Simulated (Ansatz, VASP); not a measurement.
# MgGeSb2 in VASP and in Ansatz

The input POSCAR:

```
MgGeSb2
1.0
    4.3579392066      0.0000000000      0.0000000000
    0.0000000000      4.3579392066      0.0000000000
    0.0000000000      0.0000000000      6.4295705144
Mg Sb Ge
1 2 1
Direct
    0.0000000000      0.0000000000      0.0000000000
    0.0000000000      0.5000000000      0.2607511146
    0.5000000000      0.0000000000      0.7392488854
    0.5000000000      0.5000000000      0.5000000000
```

INCAR.step1

```
ALGO = Normal ; EDIFF = 1E-4
ENCUT = 520 ; GGA = PE
ISMEAR = -1 ; LASPH = T
LCHARG = F ; LREAL = F
LWAVE = T ; NBANDS = 21
NELM = 80 ; PREC = Accurate
SIGMA = 0.02
```

Contents of INCAR.step2:

```
ALGO = Normal ; EDIFF = 1E-6
ENCUT = 520 ; ISIF = 2
ISMEAR = -1 ; ISTART = 1
LASPH = T ; LCHARG = T
LELF = T ; LMIXTAU = T
LREAL = F ; LVHAR = T
LWAVE = F ; METAGGA = R2SCAN
NBANDS = 21 ; NELM = 80
PREC = Accurate ; SIGMA = 0.02
```

Contents of KPOINTS:

```
k-points
0
Gamma
  6 6 4
```

Input for Ansatz:

```yaml
crystal:
  lattice:
    - [4.3579392066, 0.0, 0.0]
    - [0.0, 4.3579392066, 0.0]
    - [0.0, 0.0, 6.4295705144]
  atoms:
    - { symbol: Mg, position: [0.0, 0.0, 0.0] }
    - { symbol: Sb, position: [0.0, 0.5, 0.2607511146] }
    - { symbol: Ge, position: [0.5, 0.5, 0.5] }
    - { symbol: Sb, position: [0.5, 0.0, 0.7392488854] }
kpoints:
  mp_grid: { grid: [6, 6, 4] }
hamiltonian:
  xc: r2scan
scf:
  occupations: { method: fermi_dirac, width: 0.02 }
  n_extra_bands: 5
output:
  forces: true
  stress: true
  eigenvalues: true
```

Alike in both runs: task single point; functional r2SCAN; k mesh 6 × 6 × 4; occupations fermi-dirac, width 0.02 eV; no spin polarisation.

```csv
,VASP,Ansatz
version,VASP 6.6.1,Ansatz 0.2.0
potentials or method,"VASP PAW PBE potentials, release 64 (Mg, Sb, Ge_d)","plane waves, PAW"
plane-wave cutoff (eV),520,500
valence electrons in the cell,26,54
```

```csv
,VASP,Ansatz,Ansatz less VASP
pressure (GPa),1.5,1.4,-0.07
rms of the force components (eV/Å),0.027,0.014,-0.0125
```

VASP's potentials were made for PBE, not for r2SCAN. VASP's potentials hold 26 valence electrons a cell and Ansatz's 54, so a difference there can come from the potentials and not from the codes.

Spin-orbit coupling is off throughout.
